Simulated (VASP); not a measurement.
# SnO (Cmme) in VASP: single point with PBEsol+D3(BJ)

Aim: the single point of SnO with PBEsol+D3(BJ).

Everything below comes from runs of VASP 6.6.1. Logs are shortened: lines on timing, memory, paths and dates and some standing lists are left out, and cuts for length are marked.

### 1 The cell of the first run

Symmetry: Cmme, No. 67, orthorhombic system. The conventional cell has a = 5.232 Å, b = 5.432 Å, c = 4.563 Å, α = 90.00°, β = 90.00°, γ = 90.00°. Sn (site symmetry mm2) has 4 O at 2.21 Å within 2.9 Å. O (site symmetry 222) has 4 Sn at 2.21 Å and 4 O at 2.62 to 2.72 Å within 2.9 Å.

### 2 Single point, PBEsol+D3(BJ) (strain +0.0375 x Voigt [0, 0, 0, 0, 0, 1])

Contents of INCAR:

```
PREC = Accurate
ENCUT = 600
EDIFF = 1E-6
ISMEAR = 0
SIGMA = 0.15
LREAL = F
LASPH = T
NELM = 120
ALGO = Normal
ISIF = 2
LWAVE = F
LCHARG = F
GGA = PS
IVDW = 12
NBANDS = 28
GGA_COMPAT = F
```

Contents of KPOINTS:

```
Automatic mesh
0
Gamma
  12 12 10
```

Contents of POSCAR:

```
SnO
1.0
    3.7703910616      0.0706948324      0.0000000000
    0.0706948324      3.7703910616      0.0000000000
    0.0000000000      0.0000000000      4.5633702865
Sn O
2 2
Direct
    0.0000000000      0.5000000000      0.2532585894
    0.5000000000      0.0000000000      0.7467414106
    0.0000000000      0.0000000000      0.0000000000
    0.5000000000      0.5000000000      0.0000000000
```

Potentials or basis: VASP PAW PBE potentials, release 64 (Sn_d, O).

Started as:

```
$ cat potpaw_PBE.64/Sn_d/POTCAR potpaw_PBE.64/O/POTCAR > POTCAR
$ mpirun -np 1 vasp_std > vasp.out
```

OUTCAR:

```text
PREC = Accurate
   ENCUT = 600
   EDIFF = 1E-6
   ISMEAR = 0
   LREAL = F
   LASPH = T
   NELM = 120
   ISIF = 2
   GGA = PS
   IVDW = 12
 IVDW          = 12

 ion  position               nearest neighbor table
   1  0.000  0.500  0.253-   3 2.21   4 2.21   3 2.21   4 2.21   2 3.45   2 3.45   2 3.49   2 3.49
                             2 3.53   2 3.53   2 3.57   2 3.57
   2  0.500  0.000  0.747-   3 2.21   4 2.21   4 2.21   3 2.21   1 3.45   1 3.45   1 3.49   1 3.49
                             1 3.53   1 3.53   1 3.57   1 3.57
   3  0.000  0.000  0.000-   1 2.21   2 2.21   1 2.21   2 2.21
   4  0.500  0.500  0.000-   1 2.21   2 2.21   2 2.21   1 2.21

  LATTYP: Found a base centered orthorhombic cell.
 ALAT       =     5.2321605840
 B/A-ratio  =     1.0382165605
 C/A-ratio  =     0.8721770315

  Lattice vectors:

 A1 = (  -0.0706948324,  -3.7703910616,   0.0000000000)
 A2 = (   3.7703910616,   0.0706948324,   0.0000000000)
 A3 = (   0.0000000000,   0.0000000000,   4.5633702865)

Analysis of symmetry for initial positions (statically):
=====================================================================
 Subroutine PRICEL returns:
 Original cell was already a primitive cell.

 Routine SETGRP: Setting up the symmetry group for a
 base centered orthorhombic supercell.

 Subroutine GETGRP returns: Found  8 space group operations
 (whereof  4 operations were pure point group operations)
 out of a pool of  8 trial point group operations.

The static configuration has the point symmetry D_2 .
 The point group associated with its full space group is D_2h.

Analysis of symmetry for dynamics (positions and initial velocities):
=====================================================================
 Subroutine PRICEL returns:
 Original cell was already a primitive cell.

 Routine SETGRP: Setting up the symmetry group for a
 base centered orthorhombic supercell.

 Subroutine GETGRP returns: Found  8 space group operations
 (whereof  4 operations were pure point group operations)
 out of a pool of  8 trial point group operations.

The dynamic configuration has the point symmetry D_2 .
 The point group associated with its full space group is D_2h.

 Subroutine INISYM returns: Found  8 space group operations
 (whereof  4 operations are pure point group operations),
 and found     1 'primitive' translations

----------------------------------------------------------------------------------------

                                     Primitive cell

  volume of cell :      64.8494

  direct lattice vectors                    reciprocal lattice vectors
     3.770391062  0.070694832  0.000000000     0.265317753 -0.004974708  0.000000000
     0.070694832  3.770391062  0.000000000    -0.004974708  0.265317753  0.000000000
     0.000000000  0.000000000  4.563370286     0.000000000  0.000000000  0.219136282

  length of vectors
     3.771053767  3.771053767  4.563370286     0.265364387  0.265364387  0.219136282

  position of ions in fractional coordinates (direct lattice)
     0.000000000  0.500000000  0.253258589
     0.500000000  0.000000000  0.746741411
     0.000000000  0.000000000  0.000000000
     0.500000000  0.500000000  0.000000000

  ion indices of the primitive-cell ions
   primitive index   ion index
                 1           1
                 2           2
                 3           3
                 4           4

----------------------------------------------------------------------------------------

 KPOINTS: Automatic mesh

Automatic generation of k-mesh.
 Grid dimensions read from file:
 generate k-points for:   12   12   10

 Generating k-lattice:

  Cartesian coordinates                     Fractional coordinates (reciprocal lattice)
     0.022109813 -0.000414559  0.000000000     0.083333333  0.000000000  0.000000000
    -0.000414559  0.022109813  0.000000000     0.000000000  0.083333333  0.000000000
     0.000000000  0.000000000  0.021913628     0.000000000  0.000000000  0.100000000

  Length of vectors
     0.022113699  0.022113699  0.021913628

  Shift w.r.t. Gamma in fractional coordinates (k-lattice)
     0.000000000  0.000000000  0.000000000

 Subroutine IBZKPT returns following result:
 ===========================================

 Found    258 irreducible k-points:

 Following reciprocal coordinates:
            Coordinates               Weight
  0.000000  0.000000  0.000000      1.000000
  0.083333  0.000000  0.000000      4.000000
  0.166667  0.000000  0.000000      4.000000
  0.250000  0.000000  0.000000      4.000000
  0.333333 -0.000000  0.000000      4.000000
  0.416667  0.000000  0.000000      4.000000
[... 16 lines left out ...]
  0.500000  0.166667  0.000000      4.000000
 -0.416667  0.166667  0.000000      4.000000
 [... further k-points ...]
   k-points           NKPTS =    258   k-points in BZ     NKDIM =    258   number of bands    NBANDS=     28
   number of dos      NEDOS =    301   number of ions     NIONS =      4
   total plane-waves  NPLWV =  32400
   dimension x,y,z NGX =    30 NGY =   30 NGZ =   36
   dimension x,y,z NGXF=    60 NGYF=   60 NGZF=   72
   ions per type =               2   2
   NGX,Y,Z   is equivalent  to a cutoff of  13.23, 13.23, 13.11 a.u.
   NGXF,Y,Z  is equivalent  to a cutoff of  26.45, 26.45, 26.23 a.u.
 SYSTEM =  unknown system
   PREC   = accura    normal or accurate (medium, high low for compatibility)
   ISTART =      0    job   : 0-new  1-cont  2-samecut
   ICHARG =      2    charge: 1-file 2-atom 10-const
   ISPIN  =      1    spin polarized calculation?
   LNONCOLLINEAR =      F non collinear calculations
   LSORBIT =      F    spin-orbit coupling
   LASPH  =      T    aspherical Exc in radial PAW
   ENCUT  =  600.0 eV  44.10 Ry    6.64 a.u.   7.53  7.53  9.11*2*pi/ulx,y,z
   NELM   =    120;   NELMIN=  2; NELMDL= -5     # of ELM steps
   EDIFF  = 0.1E-05   stopping-criterion for ELM
   LREAL  =      F    real-space projection
   EDIFFG = 0.1E-04   stopping-criterion for IOM
   NSW    =      0    number of steps for IOM
   IBRION =     -1    ionic relax: 0-MD 1-quasi-New 2-CG
   NFREE  =      0    steps in history (QN), initial steepest desc. (CG)
   ISIF   =      2    stress and relaxation
   ISYM   =      2    0-nonsym 1-usesym 2-fastsym
   POTIM  = 0.5000    time-step for ionic-motion
   TEBEG  =    0.0;   TEEND  =   0.0 temperature during run
   PSTRESS=    0.0 pullay stress
   NELECT =      40.0000    total number of electrons
   NUPDOWN=      -1.0000    fix difference up-down
   EMIN   =  10.00;   EMAX   =-10.00  energy-range for DOS
   EFERMI =   0.00;   METHOD = LEGACY
   ISMEAR =     0;   SIGMA  =   0.15  broadening in eV -4-tet -1-fermi 0-gaus
   EFERMI_NEDOS =   21; number of points for ismear=-14 and -15
   IALGO  =     38    algorithm
   IMIX   =      4    mixing-type and parameters
     AMIX     =   0.40;   BMIX     =  1.00
     AMIX_MAG =   1.60;   BMIX_MAG =  1.00
  volume/ion in A,a.u.               =      16.21       109.41
  Fermi-wavevector in a.u.,A,eV,Ry     =   1.393562  2.633450 26.422711  1.942014
  Thomas-Fermi vector in A             =   2.517196
   LORBIT       =      0    0 simple, 1 ext, 2 COOP (PROOUT), +10 PAW based schemes
   GGA     = PS    functional components
   LHFCALC =     F    Hartree Fock is set to
   AEXX    =    0.0000 exact exchange contribution
   IVDW    =    12    specifies the selected vdW correction
   LEPSILON=     F    determine dielectric tensor
   LRPA    =     F    only Hartree local field effects (RPA)
 non-spin polarized calculation
 Gauss-broadening in eV      SIGMA  =   0.15
  energy-cutoff  :      600.00
  volume of cell :       64.85
 maximum number of plane-waves:      2196
   NGX = 15   NGY = 15   NGZ = 19

 number of electron      40.0000021 magnetization

 Free energy of the ion-electron system (eV)
  ---------------------------------------------------
  ext. energy  EPLUGINS =         0.00000000
  ---------------------------------------------------
  free energy    TOTEN  =       -24.16475202 eV

  energy without entropy =      -24.16015887  energy(sigma->0) =      -24.16245544

 E-fermi :   7.9766     XC(G=0): -10.9357

 val. band max:        7.9687792183   @ k =   0.0833   0.0833   0.1000
 cond. band min:       7.9963167891   @ k =   0.0000   0.0000   0.0000
 fundamental gap:      0.0275375708
 Fermi energy:         7.9765998489

 k-point     1 :       0.0000    0.0000    0.0000
  band No.  band energies     occupation
      1     -14.0915      2.00000
      2     -13.6431      2.00000
      3     -13.6097      2.00000
      4     -13.5984      2.00000
      5     -13.5702      2.00000
      6     -13.5655      2.00000
[... 20 lines left out ...]
     27      14.5002      0.00000
     28      14.7417      0.00000

 k-point     2 :       0.0833    0.0000    0.0000
  band No.  band energies     occupation
      1     -14.0873      2.00000
      2     -13.6405      2.00000
      3     -13.6082      2.00000
      4     -13.5972      2.00000
      5     -13.5667      2.00000
      6     -13.5665      2.00000
[... 20 lines left out ...]
     27      14.5883      0.00000
     28      15.3740      0.00000

 k-point     3 :       0.1667    0.0000    0.0000
  band No.  band energies     occupation
      1     -14.0750      2.00000
      2     -13.6328      2.00000
      3     -13.6273      2.00000
      4     -13.6035      2.00000
      5     -13.5746      2.00000
      6     -13.5597      2.00000
[... 20 lines left out ...]
     27      14.7092      0.00000
     28      16.7133      0.00000

 k-point     4 :       0.2500    0.0000    0.0000
  band No.  band energies     occupation
      1     -14.0560      2.00000
      2     -13.7195      2.00000
      3     -13.6210      2.00000
      4     -13.5950      2.00000
      5     -13.5702      2.00000
      6     -13.5613      2.00000
[... 578 lines left out ...]
     27      16.2621      0.00000
     28      16.3216      0.00000

 k-point    23 :       0.5000    0.1667    0.0000
  band No.  band energies     occupation
      1     -13.9816      2.00000
      2     -13.9682      2.00000
      3     -13.5883      2.00000
      4     -13.5776      2.00000
      5     -13.5639      2.00000
      6     -13.5564      2.00000
[... 20 lines left out ...]
     27      16.1495      0.00000
     28      16.5334      0.00000

 k-point    24 :      -0.4167    0.1667    0.0000
  band No.  band energies     occupation
      1     -14.0161      2.00000
      2     -13.9177      2.00000
      3     -13.5902      2.00000
      4     -13.5767      2.00000
      5     -13.5661      2.00000
      6     -13.5525      2.00000
[... 20 lines left out ...]
     27      16.0279      0.00000
     28      16.7366      0.00000

 [... further k-points ...]

------------------------ aborting loop because EDIFF is reached ----------------------------------------

 Edisp (eV)   -0.93385

 E8    (eV) :    -0.6179

  FORCE on cell =-STRESS in cart. coord.  units (eV):
  Direction    XX          YY          ZZ          XY          YZ          ZX
  --------------------------------------------------------------------------------------
  -------------------------------------------------------------------------------------
  Total       0.11058     0.11058     0.09656    -1.41247     0.00000     0.00000
  in kB       2.73212     2.73212     2.38572   -34.89666     0.00000     0.00000
  external pressure =        2.62 kB  Pullay stress =        0.00 kB

 VOLUME and BASIS-vectors are now :
 -----------------------------------------------------------------------------
  energy-cutoff  :      600.00
  volume of cell :       64.85
      direct lattice vectors                 reciprocal lattice vectors
     3.770391062  0.070694832  0.000000000     0.265317753 -0.004974708  0.000000000
     0.070694832  3.770391062  0.000000000    -0.004974708  0.265317753  0.000000000
     0.000000000  0.000000000  4.563370286     0.000000000  0.000000000  0.219136282

 POSITION                                       TOTAL-FORCE (eV/Angst)
 -----------------------------------------------------------------------------------
      0.03535      1.88520      1.15571         0.000000      0.000000      0.092918
      1.88520      0.03535      3.40766         0.000000      0.000000     -0.092918
      0.00000      0.00000      0.00000        -0.000000      0.000000     -0.000000
      1.92054      1.92054      0.00000         0.000000      0.000000     -0.000000
 -----------------------------------------------------------------------------------
    total drift:                                0.000000      0.000000      0.000000

  FREE ENERGIE OF THE ION-ELECTRON SYSTEM (eV)
  ---------------------------------------------------
  free  energy   TOTEN  =       -25.0986057140 eV

  energy  without entropy=      -25.0940125637  energy(sigma->0) =      -25.09630914
```

It took 11 min on 1 thread of Intel Xeon 8259CL, shared host; peak memory 0.54 GiB.

Results:

```
Free energy                : -25.0986 eV
Pressure                   : 0.3 GPa
Largest force              : 0.093 eV/Å
Band gap on the k mesh     : zero (bands 20 and 21 overlap by 0.52 eV)
Dispersion energy per atom : -0.233 eV
```

Forces on the atoms (eV/Å):
```
Sn   0.000  0.000  0.093
Sn   0.000  0.000 -0.093
O    0.000  0.000  0.000
O    0.000  0.000  0.000
```

Levels at points of the mesh, in eV from the Fermi level:
| k point | band 16 | band 17 | band 18 | band 19 | band 20 | band 21 | band 22 | band 23 | band 24 | band 25 |
| --- | --- | --- | --- | --- | --- | --- | --- | --- | --- | --- |
| (0.00, 0.00, 0.00) | -6.53 | -3.63 | -3.55 | -3.02 | 0.02 | 2.36 | 4.19 | 4.46 | 5.06 | 6.02 |
| (0.50, 0.00, 0.00) | -5.21 | -5.04 | -5.04 | -3.01 | -3.01 | 3.50 | 3.50 | 5.73 | 5.73 | 6.48 |
| (0.50, 0.50, 0.00) | -5.22 | -2.77 | -2.42 | -2.11 | -1.83 | -0.48 | -0.41 | 4.27 | 4.65 | 7.94 |
| (0.00, 0.00, 0.50) | -3.74 | -3.56 | -3.05 | -2.64 | -2.30 | 1.65 | 2.31 | 2.58 | 3.41 | 7.90 |
| (0.50, 0.00, 0.50) | -5.81 | -4.97 | -4.97 | -1.83 | -1.83 | 2.86 | 2.86 | 5.09 | 5.09 | 7.02 |
| (0.50, 0.50, 0.50) | -5.92 | -3.34 | -2.83 | -2.78 | -2.43 | 2.11 | 2.16 | 4.47 | 4.65 | 5.67 |

Caveat: the cell differs from its parent crystal (strain +0.0375 x Voigt [0, 0, 0, 0, 0, 1]); semilocal functionals underestimate gaps, so a narrow gap can read as zero; the PAW data sets were made with another functional, which shifts forces and pressure a little; spin-orbit coupling is left out, which moves the levels of the heavy elements.
